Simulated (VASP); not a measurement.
Here is a VASP 6.6.1 calculation.

Contents of INCAR:

```
ALGO = Normal ; EDIFF = 1E-7
ENCUT = 520 ; GGA = PS
ISIF = 2 ; ISMEAR = 0
LASPH = True ; LCHARG = True
LELF = True ; LREAL = False
LVHAR = True ; LWAVE = False
NBANDS = 15 ; NELM = 60
PREC = Accurate ; SIGMA = 0.01
```

KPOINTS

```
k-points
0
Gamma
  6 6 6
```

The input POSCAR:

```
RbBr
1.0
    3.7919333803      3.7919333803      0.0000000000
   -3.7919333803      3.7919333803      0.0000000000
    0.0000000000      3.7919333803      3.7919333803
Rb Br
1 1
Direct
    0.0000000000      0.0000000000      0.0000000000
    0.5000000000      0.5000000000      0.0000000000
```

Potentials or basis: VASP PAW PBE potentials, release 64 (Rb_sv, Br).

The run is started by

```console
$ cat potpaw_PBE.64/Rb_sv/POTCAR potpaw_PBE.64/Br/POTCAR > POTCAR
$ mpirun -np 1 vasp_std > vasp.out
```

**Question.** Estimate the band gap on the k mesh.

**Answer.** 3.64 eV, direct.

**Question.** Estimate the pressure.

**Answer.** -1.9 GPa.

Caveat: the PAW data sets were made with another functional, which shifts forces and pressure a little. A k mesh can miss the band edges.
